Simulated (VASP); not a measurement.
# Re (P6_3/mmc) in VASP: further runs

Aim: see how the results for Re move with the level of theory and the settings. Levels: LDA, PBEsol. Tasks: single point, relaxation of cell and atoms.

All numbers are computed with VASP 6.6.1; they aren't measurements. Logs are shortened: lines on timing, memory, paths and dates and some standing lists are left out, and cuts for length are marked.

### Step 1. The cell of the first run

Symmetry: P6_3/mmc, No. 194, hexagonal system. Conventional cell: a = 2.737 Å, b = 2.737 Å, c = 4.416 Å, α = 90.00°, β = 90.00°, γ = 120.00°. Within 3.6 Å of Re (site symmetry -6m2) lie 12 Re at 2.72 to 2.74 Å.

### Step 2. Single point, LDA (volume scaled by 1.04)

INCAR

```
PREC     = Accurate       # precision mode
ENCUT    = 600            # plane-wave cutoff, eV
EDIFF    = 1E-6           # SCF threshold, eV
ISMEAR   = 1              # smearing method
SIGMA    = 0.1            # smearing width, eV
LREAL    = False          # projectors in reciprocal space
LASPH    = True           # aspherical terms in the spheres
NELM     = 120            # most SCF steps
ALGO     = Normal         # electronic algorithm
ISIF     = 2              # what is computed and relaxed
LWAVE    = False          # write WAVECAR
LCHARG   = False          # write CHGCAR
GGA      = CA             # functional
NBANDS   = 14             # bands
GGA_COMPAT= False
```

KPOINTS

```
regular mesh
0
Gamma
  11 11 6
```

POSCAR

```
Re
1.0
    2.7372168791      0.0000000000      0.0000000000
   -1.3686084395      2.3704993530      0.0000000000
    0.0000000000      0.0000000000      4.4158940013
Re
2
Direct
    0.6666666667      0.3333333333      0.7500000000
    0.3333333333      0.6666666667      0.2500000000
```

Potentials or basis: VASP PAW LDA potentials, release 64 (Re).

Run with:

```
$ cat potpaw_LDA.64/Re/POTCAR > POTCAR
$ mpirun -np 1 vasp_std > vasp.out
```

OUTCAR:

```text
PREC = Accurate
   ENCUT = 600
   EDIFF = 1E-6
   ISMEAR = 1
   LREAL = False
   LASPH = True
   NELM = 120
   ISIF = 2
   GGA = CA

 ion  position               nearest neighbor table
   1  0.667  0.333  0.750-   2 2.72   2 2.72   2 2.72   2 2.72   2 2.72   2 2.72
   2  0.333  0.667  0.250-   1 2.72   1 2.72   1 2.72   1 2.72   1 2.72   1 2.72

  LATTYP: Found a hexagonal cell.
 ALAT       =     2.7372168791
 C/A-ratio  =     1.6132788143

  Lattice vectors:

 A1 = (   2.7372168791,   0.0000000000,   0.0000000000)
 A2 = (  -1.3686084395,   2.3704993530,   0.0000000000)
 A3 = (   0.0000000000,   0.0000000000,   4.4158940013)

Analysis of symmetry for initial positions (statically):
=====================================================================
 Subroutine PRICEL returns:
 Original cell was already a primitive cell.

 Routine SETGRP: Setting up the symmetry group for a
 hexagonal supercell.

 Subroutine GETGRP returns: Found 24 space group operations
 (whereof 12 operations were pure point group operations)
 out of a pool of 24 trial point group operations.

The static configuration has the point symmetry D_3d.
 The point group associated with its full space group is D_6h.

Analysis of symmetry for dynamics (positions and initial velocities):
=====================================================================
 Subroutine PRICEL returns:
 Original cell was already a primitive cell.

 Routine SETGRP: Setting up the symmetry group for a
 hexagonal supercell.

 Subroutine GETGRP returns: Found 24 space group operations
 (whereof 12 operations were pure point group operations)
 out of a pool of 24 trial point group operations.

The dynamic configuration has the point symmetry D_3d.
 The point group associated with its full space group is D_6h.

 Subroutine INISYM returns: Found 24 space group operations
 (whereof 12 operations are pure point group operations),
 and found     1 'primitive' translations

----------------------------------------------------------------------------------------

                                     Primitive cell

  volume of cell :      28.6528

  direct lattice vectors                    reciprocal lattice vectors
     2.737216879  0.000000000  0.000000000     0.365334588  0.210926023  0.000000000
    -1.368608439  2.370499353  0.000000000     0.000000000  0.421852045  0.000000000
     0.000000000  0.000000000  4.415894001     0.000000000  0.000000000  0.226454711

  length of vectors
     2.737216879  2.737216879  4.415894001     0.421852045  0.421852045  0.226454711

  position of ions in fractional coordinates (direct lattice)
     0.666666667  0.333333333  0.750000000
     0.333333333  0.666666667  0.250000000

  ion indices of the primitive-cell ions
   primitive index   ion index
                 1           1
                 2           2

----------------------------------------------------------------------------------------

 KPOINTS: regular mesh

Automatic generation of k-mesh.
 Grid dimensions read from file:
 generate k-points for:   11   11    6

 Generating k-lattice:

  Cartesian coordinates                     Fractional coordinates (reciprocal lattice)
     0.033212235  0.019175093  0.000000000     0.090909091  0.000000000  0.000000000
     0.000000000  0.038350186  0.000000000     0.000000000  0.090909091  0.000000000
     0.000000000  0.000000000  0.037742452     0.000000000  0.000000000  0.166666667

  Length of vectors
     0.038350186  0.038350186  0.037742452

  Shift w.r.t. Gamma in fractional coordinates (k-lattice)
     0.000000000  0.000000000  0.000000000

 Subroutine IBZKPT returns following result:
 ===========================================

 Found     64 irreducible k-points:

 Following reciprocal coordinates:
            Coordinates               Weight
  0.000000  0.000000  0.000000      1.000000
  0.090909  0.000000  0.000000      6.000000
  0.181818  0.000000  0.000000      6.000000
  0.272727  0.000000  0.000000      6.000000
  0.363636 -0.000000  0.000000      6.000000
  0.454545  0.000000  0.000000      6.000000
[... 16 lines left out ...]
  0.090909  0.090909  0.166667     12.000000
  0.181818  0.090909  0.166667     24.000000
 [... further k-points ...]
   k-points           NKPTS =     64   k-points in BZ     NKDIM =     64   number of bands    NBANDS=     14
   number of dos      NEDOS =    301   number of ions     NIONS =      2
   total plane-waves  NPLWV =  20736
   dimension x,y,z NGX =    24 NGY =   24 NGZ =   36
   dimension x,y,z NGXF=    48 NGYF=   48 NGZF=   72
   ions per type =               2
   NGX,Y,Z   is equivalent  to a cutoff of  14.58, 14.58, 13.55 a.u.
   NGXF,Y,Z  is equivalent  to a cutoff of  29.15, 29.15, 27.11 a.u.
 SYSTEM =  unknown system
   PREC   = accura    normal or accurate (medium, high low for compatibility)
   ISTART =      0    job   : 0-new  1-cont  2-samecut
   ICHARG =      2    charge: 1-file 2-atom 10-const
   ISPIN  =      1    spin polarized calculation?
   LNONCOLLINEAR =      F non collinear calculations
   LSORBIT =      F    spin-orbit coupling
   LASPH  =      T    aspherical Exc in radial PAW
   ENCUT  =  600.0 eV  44.10 Ry    6.64 a.u.   5.47  5.47  8.82*2*pi/ulx,y,z
   NELM   =    120;   NELMIN=  2; NELMDL= -5     # of ELM steps
   EDIFF  = 0.1E-05   stopping-criterion for ELM
   LREAL  =      F    real-space projection
   EDIFFG = 0.1E-04   stopping-criterion for IOM
   NSW    =      0    number of steps for IOM
   IBRION =     -1    ionic relax: 0-MD 1-quasi-New 2-CG
   NFREE  =      0    steps in history (QN), initial steepest desc. (CG)
   ISIF   =      2    stress and relaxation
   ISYM   =      2    0-nonsym 1-usesym 2-fastsym
   POTIM  = 0.5000    time-step for ionic-motion
   TEBEG  =    0.0;   TEEND  =   0.0 temperature during run
   PSTRESS=    0.0 pullay stress
   NELECT =      14.0000    total number of electrons
   NUPDOWN=      -1.0000    fix difference up-down
   EMIN   =  10.00;   EMAX   =-10.00  energy-range for DOS
   EFERMI =   0.00;   METHOD = LEGACY
   ISMEAR =     1;   SIGMA  =   0.10  broadening in eV -4-tet -1-fermi 0-gaus
   EFERMI_NEDOS =   21; number of points for ismear=-14 and -15
   IALGO  =     38    algorithm
   IMIX   =      4    mixing-type and parameters
     AMIX     =   0.40;   BMIX     =  1.00
     AMIX_MAG =   1.60;   BMIX_MAG =  1.00
  volume/ion in A,a.u.               =      14.33        96.68
  Fermi-wavevector in a.u.,A,eV,Ry     =   1.289422  2.436654 22.621157  1.662608
  Thomas-Fermi vector in A             =   2.421315
   LORBIT       =      0    0 simple, 1 ext, 2 COOP (PROOUT), +10 PAW based schemes
   GGA     = CA    functional components
   LHFCALC =     F    Hartree Fock is set to
   AEXX    =    0.0000 exact exchange contribution
   IVDW    =     0    specifies the selected vdW correction
   LEPSILON=     F    determine dielectric tensor
   LRPA    =     F    only Hartree local field effects (RPA)
 non-spin polarized calculation
 Methfessel and Paxton  Order N= 1 SIGMA  =   0.10
  energy-cutoff  :      600.00
  volume of cell :       28.65
 maximum number of plane-waves:       977
 NGX is ok and might be reduce to    24
   NGX = 11   NGY = 11   NGZ = 17

 number of electron      14.0000000 magnetization

 Free energy of the ion-electron system (eV)
  ---------------------------------------------------
  ext. energy  EPLUGINS =         0.00000000
  ---------------------------------------------------
  free energy    TOTEN  =       -27.52681239 eV

  energy without entropy =      -27.52819370  energy(sigma->0) =      -27.52727283

 E-fermi :   8.2191     XC(G=0): -13.9858

 val. band max:        8.1489759400   @ k =   0.1818   0.0000   0.1667
 cond. band min:       8.2191947069   @ k =   0.3636  -0.0000   0.3333
 fundamental gap:      0.0702187669
 Fermi energy:         8.2191095800

 k-point     1 :       0.0000    0.0000    0.0000
  band No.  band energies     occupation
      1      -1.7888      2.00000
      2       1.3818      2.00000
      3       6.5110      2.00000
      4       6.5110      2.00000
      5       6.5275      2.00000
      6       7.3870      2.00000
      7       7.3870      2.00000
      8       8.3415     -0.07092
      9       8.3415     -0.07092
     10       9.0037     -0.00000
     11      11.6601      0.00000
     12      11.6601      0.00000
     13      18.5893      0.00000
     14      22.4294      0.00000

 k-point     2 :       0.0909    0.0000    0.0000
  band No.  band energies     occupation
      1      -1.4418      2.00000
      2       1.7045      2.00000
      3       5.8586      2.00000
      4       6.8322      2.00000
      5       7.0328      2.00000
      6       7.1967      2.00000
      7       7.5853      2.00000
      8       7.6908      2.00000
      9       8.0789      2.06336
     10       8.3711     -0.05352
     11      11.8392      0.00000
     12      13.0681      0.00000
     13      18.5735      0.00000
     14      23.1988      0.00000

 k-point     3 :       0.1818    0.0000    0.0000
  band No.  band energies     occupation
      1      -0.4890      2.00000
      2       2.4607      2.00000
      3       5.1766      2.00000
      4       5.8808      2.00000
      5       6.5712      2.00000
      6       7.4972      2.00000
      7       7.7649      2.00000
      8       7.9081      2.00010
      9       7.9158      2.00015
     10       8.5658     -0.00001
     11      12.1896      0.00000
     12      15.3697      0.00000
     13      18.3620      0.00000
     14      24.7953      0.00000
[... 324 lines left out ...]
 k-point    23 :       0.0909    0.0909    0.1667
  band No.  band energies     occupation
      1      -0.4819      2.00000
      2       2.3410      2.00000
      3       5.3433      2.00000
      4       5.6435      2.00000
      5       6.5333      2.00000
      6       7.0704      2.00000
      7       7.3309      2.00000
      8       7.8901      2.00003
      9       8.6678     -0.00000
     10       8.7005     -0.00000
     11      11.9481      0.00000
     12      13.8343      0.00000
     13      19.8734      0.00000
     14      23.9224      0.00000

 k-point    24 :       0.1818    0.0909    0.1667
  band No.  band energies     occupation
      1       0.5882      2.00000
      2       3.1344      2.00000
      3       4.5343      2.00000
      4       4.8495      2.00000
      5       6.1447      2.00000
      6       6.8713      2.00000
      7       7.5070      2.00000
      8       8.4744     -0.00183
      9       9.2159     -0.00000
     10       9.6222     -0.00000
     11      12.0933      0.00000
     12      15.3075      0.00000
     13      19.7537      0.00000
     14      24.5538      0.00000

 [... further k-points ...]

------------------------ aborting loop because EDIFF is reached ----------------------------------------

  FORCE on cell =-STRESS in cart. coord.  units (eV):
  Direction    XX          YY          ZZ          XY          YZ          ZX
  --------------------------------------------------------------------------------------
  -------------------------------------------------------------------------------------
  Total        0.2949580      0.2949580      0.2907628      0.0000000      0.0000000     -0.0000000
  in kB       16.4931277     16.4931277     16.2585482      0.0000000      0.0000000     -0.0000000
  external PRESSURE =      16.4149345 kB  Pullay stress =       0.0000000 kB

 VOLUME and BASIS-vectors are now :
 -----------------------------------------------------------------------------
  energy-cutoff  :      600.00
  volume of cell :       28.65
      direct lattice vectors                 reciprocal lattice vectors
     2.737216879  0.000000000  0.000000000     0.365334588  0.210926023  0.000000000
    -1.368608439  2.370499353  0.000000000     0.000000000  0.421852045  0.000000000
     0.000000000  0.000000000  4.415894001     0.000000000  0.000000000  0.226454711

 POSITION                                       TOTAL-FORCE (eV/Angst)
 -----------------------------------------------------------------------------------
      1.36861      0.79017      3.31192         0.000000     -0.000000      0.000000
     -0.00000      1.58033      1.10397        -0.000000      0.000000      0.000000
 -----------------------------------------------------------------------------------
    total drift:                               -0.000000      0.000000     -0.000000

  FREE ENERGIE OF THE ION-ELECTRON SYSTEM (eV)
  ---------------------------------------------------
  free  energy   TOTEN  =       -27.5268123876 eV

  energy  without entropy=      -27.5281937002  energy(sigma->0) =      -27.52727283
```

Wall time 10 s (1 thread of Intel Xeon 6975P-C (Granite Rapids), shared host); peak memory 0.15 GiB.

Results:

| Item | Value |
| --- | --- |
| Free energy | -27.5268 eV |
| Pressure | 1.6 GPa |
| Band gap on the k mesh | zero (band 7 reaches 9.72 eV, above the bottom of band 8 at 6.37 eV) |

Caveat: the cell differs from its parent crystal (volume scaled by 1.04); spin-orbit coupling is left out, which moves the levels of the heavy elements.

### Step 3. Relaxation of cell and atoms, LDA (volume scaled by 1.04)

INCAR

```
SYSTEM = Re
PREC = Accurate
ENCUT = 600
EDIFF = 1E-7
ISMEAR = 1
SIGMA = 0.1
LREAL = .False.
LASPH = .True.
NELM = 120
ALGO = Normal
ISIF = 3
LWAVE = .False.
LCHARG = .False.
GGA = CA
IBRION = 2
NSW = 60
EDIFFG = -0.01
GGA_COMPAT = .False.
NELMIN = 4
```

KPOINTS

```
Automatic mesh
0
Gamma
  11 11 6
  0 0 0
```

POSCAR

```
Re
1.0
    2.7971304821      0.0000000000      0.0000000000
   -1.3985652410      2.4223860552      0.0000000000
    0.0000000000      0.0000000000      4.5168672541
Re
2
Direct
    0.6666666667      0.3333333333      0.7500000000
    0.3333333333      0.6666666667      0.2500000000
```

Potentials or basis: VASP PAW LDA potentials, release 64 (Re).

Run with:

```
$ cat potpaw_LDA.64/Re/POTCAR > POTCAR
$ mpirun -np 1 vasp_std > vasp.out
```

Wall time 32 s (1 thread of Intel Xeon 6975P-C (Granite Rapids), shared host); peak memory 0.17 GiB.

It converged, with:

```
Free energy                            : -27.5277 eV
Relaxed volume                         : 14.38 Å³/atom
Relaxed cell                           : a = 2.741 Å, b = 2.741 Å, c = 4.422 Å, α = 90.00°, β = 90.00°, γ = 120.00°
Space group after relaxing (to 0.05 Å) : P6_3/mmc (No. 194)
Energy gained by relaxing              : 67.4 meV/atom
Ionic steps                            : 5
Pressure after relaxing                : 0.0 GPa
Band gap on the k mesh                 : zero (band 7 reaches 9.66 eV, above the bottom of band 8 at 6.34 eV)
```

Stress tensor (GPa, compression positive):
```
 0.05  0.00  0.00
 0.00  0.05  0.00
 0.00  0.00 -0.08
```

Step by step:
| step | energy change (eV) | largest force (eV/Å) | pressure (GPa) | volume (Å³) |
| --- | --- | --- | --- | --- |
| 1 | 0.0000 | 0.0000 | -22.20 | 30.61 |
| 2 | 2.9880 | 0.0000 | 190.16 | 22.14 |
| 3 | -0.1327 | 0.0000 | -3.05 | 28.99 |
| 4 | -0.1346 | 0.0000 | -0.92 | 28.83 |
| 5 | -0.1348 | 0.0000 | 0.01 | 28.77 |

Final structure:
```yaml
crystal:
  lattice:
    - [2.74073, 0.00000, 0.00000]
    - [-1.37037, 2.37354, 0.00000]
    - [0.00000, 0.00000, 4.42210]
  atoms:
    - { symbol: Re, position: [0.66667, 0.33333, 0.75000] }
    - { symbol: Re, position: [0.33333, 0.66667, 0.25000] }
```

Levels at points of the mesh, in eV from the Fermi level:
```
           k point  band 3  band 4  band 5  band 6  band 7  band 8  band 9  band 10  band 11
(0.00, 0.00, 0.00)   -1.69   -1.69   -1.68   -0.82   -0.82    0.13    0.13     0.78     3.42
(0.00, 0.00, 0.50)   -2.46   -2.46   -1.83   -1.83   -1.83   -1.83    2.59     2.59     2.59
```

Caveat: the cell differs from its parent crystal (volume scaled by 1.04); spin-orbit coupling is left out, which moves the levels of the heavy elements.

### Step 4. Single point, PBEsol, non-collinear spin, zero start, spin-orbit coupling

This run uses another cell than the first one, of 14.71 Å³/atom, 1.027 times its volume.

INCAR

```
SYSTEM = Re
ALGO = Normal
EDIFF = 1E-7
ENCUT = 520
GGA = PS
GGA_COMPAT = .FALSE.
ISIF = 2
ISMEAR = -1
LASPH = .TRUE.
LCHARG = .FALSE.
LMAXMIX = 4
LORBIT = 11
LORBMOM = .TRUE.
LREAL = .FALSE.
LSORBIT = .TRUE.
LWAVE = .FALSE.
MAGMOM = 0 0 0 0 0 0
NBANDS = 26
NELM = 150
PREC = Accurate
SIGMA = 0.05
```

KPOINTS

```
k-points
0
G
  11 11 6
  0 0 0
```

POSCAR

```
Re
1.0
    2.7608000000      0.0000000000      0.0000000000
   -1.3804000000      2.3909229348      0.0000000000
    0.0000000000      0.0000000000      4.4582000000
Re
2
Direct
    0.6666666667      0.3333333333      0.7500000000
    0.3333333333      0.6666666667      0.2500000000
```

Potentials or basis: VASP PAW PBE potentials, release 64 (Re).

Run with:

```
$ cat potpaw_PBE.64/Re/POTCAR > POTCAR
$ mpirun -np 1 vasp_ncl > vasp.out
```

Run time: 2.2 min. Hardware: 1 thread of Intel Xeon Platinum 8488C (Sapphire Rapids), shared host; peak memory 0.27 GiB.

The run converged. Its results:

| Property | Result |
| --- | --- |
| Free energy | -27.4069 eV |
| Pressure | -3.5 GPa |
| Net moment | 0.00 μB per cell |
| Valence electrons inside the program's atomic spheres | Re 6.15 |

Stress tensor (GPa, compression positive):
```
-3.34  0.00  0.00
 0.00 -3.34  0.00
 0.00  0.00 -3.74
```

Moments on the atoms (μB; x, y, z):
```
Re  0.00 0.00 0.00
Re  0.00 0.00 0.00
```

Caveat: the PAW data sets were made with another functional, which shifts forces and pressure a little.

### Step 5. Single point, LDA

This run uses another cell than the first one, of 13.83 Å³/atom, 0.965 times its volume.

INCAR

```
PREC = Accurate ; ENCUT = 520
EDIFF = 1E-7 ; ISMEAR = -1
SIGMA = 0.05 ; LREAL = False
LASPH = True ; NELM = 60
ALGO = Normal ; ISIF = 2
LWAVE = False ; LCHARG = True
GGA = CA ; LELF = True
LVHAR = True ; NBANDS = 14
```

KPOINTS

```
regular mesh
0
Gamma
  11 11 6
```

POSCAR

```
Re
1.0
    2.7044413289      0.0000000000      0.0000000000
   -1.3522206645      2.3421148939      0.0000000000
    0.0000000000      0.0000000000      4.3671907899
Re
2
Direct
    0.6666666667      0.3333333333      0.7500000000
    0.3333333333      0.6666666667      0.2500000000
```

Potentials or basis: VASP PAW LDA potentials, release 64 (Re).

Run with:

```
$ cat potpaw_LDA.64/Re/POTCAR > POTCAR
$ mpirun -np 1 vasp_std > vasp.out
```

Wall time 24 s (1 thread of AMD EPYC 7R43 (Zen 3), shared host); peak memory 0.11 GiB.

The run converged. Its results:

```
Free energy            : -27.4731 eV
Pressure               : 17.5 GPa
Band gap on the k mesh : zero (band 7 reaches 10.31 eV, above the bottom of band 8 at 6.73 eV)
```

Stress tensor (GPa, compression positive):
```
17.59  0.00  0.00
 0.00 17.59  0.00
 0.00  0.00 17.24
```

Levels at points of the mesh, in eV from the Fermi level:
```csv
k point,band 5,band 6,band 7,band 8,band 9,band 10
"(0.00, 0.00, 0.00)",-1.80,-0.88,-0.88,0.13,0.13,0.87
"(0.00, 0.00, 0.50)",-1.95,-1.95,-1.95,-1.95,2.74,2.74
```

Caveat: spin-orbit coupling is left out, which moves the levels of the heavy elements.

### Step 6. The runs side by side

| task | level | potentials or basis | spin | cell | cutoff (eV) | smearing | gap on the mesh (eV) | pressure (GPa) |
| --- | --- | --- | --- | --- | --- | --- | --- | --- |
| single point | LDA | VASP PAW LDA potentials, release 64 (Re) | off | a = 2.737, b = 2.737, c = 4.416 Å, angles 90.0, 90.0, 120.0°, 2 atoms | 600 | methfessel-paxton 0.1 eV | none | 1.6 |
| relaxation of cell and atoms | LDA | VASP PAW LDA potentials, release 64 (Re) | off | relaxed from a = 2.797, b = 2.797, c = 4.517 Å, angles 90.0, 90.0, 120.0°, 2 atoms | 600 | methfessel-paxton 0.1 eV | none | 0.0 |
| single point | PBEsol | VASP PAW PBE potentials, release 64 (Re) | non-collinear, zero start, SOC | a = 2.761, b = 2.761, c = 4.458 Å, angles 90.0, 90.0, 120.0°, 2 atoms | 520 | fermi-dirac 0.05 eV | - | -3.5 |
| single point | LDA | VASP PAW LDA potentials, release 64 (Re) | off | a = 2.704, b = 2.704, c = 4.367 Å, angles 90.0, 90.0, 120.0°, 2 atoms | 520 | fermi-dirac 0.05 eV | none | 17.5 |

Alike in all rows: k mesh 11 × 11 × 6.

Caveats: spin-orbit coupling is left out, which moves the levels of the heavy elements (some runs); the PAW data sets were made with another functional, which shifts forces and pressure a little (some runs).

Total energies depend on the potentials used, so only differences within one code and one set of settings carry meaning.
